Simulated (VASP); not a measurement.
A run of VASP 6.6.1:

File POSCAR:

```
CsCaBr3
1.0
    5.4643451454      0.0000000000      0.0000000000
    0.0000000000      5.4643451454      0.0000000000
    0.0000000000      0.0000000000      5.4643451454
Cs Ca Br
1 1 3
Direct
    0.0000000000      0.0000000000      0.0000000000
    0.5000000000      0.5000000000      0.5000000000
    0.5000000000      0.0000000000      0.5000000000
    0.0000000000      0.5000000000      0.5000000000
    0.5000000000      0.5000000000      0.0000000000
```

INCAR.step1

```
SYSTEM = CsCaBr3
ALGO = Normal
EDIFF = 1E-4
ENCUT = 520
GGA = PE
ISMEAR = 0
LASPH = .True.
LCHARG = .False.
LREAL = .False.
LWAVE = .True.
NBANDS = 28
NELM = 80
PREC = Accurate
SIGMA = 0.02
```

INCAR.step2

```
SYSTEM = CsCaBr3
ALGO = Normal
EDIFF = 1E-6
ENCUT = 520
ISIF = 2
ISMEAR = 0
ISTART = 1
LASPH = .True.
LCHARG = .False.
LMIXTAU = .True.
LREAL = .False.
LWAVE = .False.
METAGGA = R2SCAN
NBANDS = 28
NELM = 80
PREC = Accurate
SIGMA = 0.02
```

The input KPOINTS:

```
k-points
0
Gamma
  4 4 4
  0 0 0
```

Potentials or basis: VASP PAW PBE potentials, release 64 (Cs_sv, Ca_sv, Br).

The run is started by

```sh
$ cat potpaw_PBE.64/Cs_sv/POTCAR potpaw_PBE.64/Ca_sv/POTCAR potpaw_PBE.64/Br/POTCAR > POTCAR
$ cp INCAR.step1 INCAR
$ mpirun -np 1 vasp_std > vasp.out
$ cp INCAR.step2 INCAR
$ mpirun -np 1 vasp_std > vasp.out
```

Hardware: 1 thread of Intel(R) Xeon(R) Platinum 8559C (Emerald Rapids), on a shared host.

Problem. Estimate the wall time of this run.

Solution. It took 110 s on 1 thread of Intel(R) Xeon(R) Platinum 8559C (Emerald Rapids), with other jobs on the host, peak memory 0.31 GiB. Counts: k points 10.
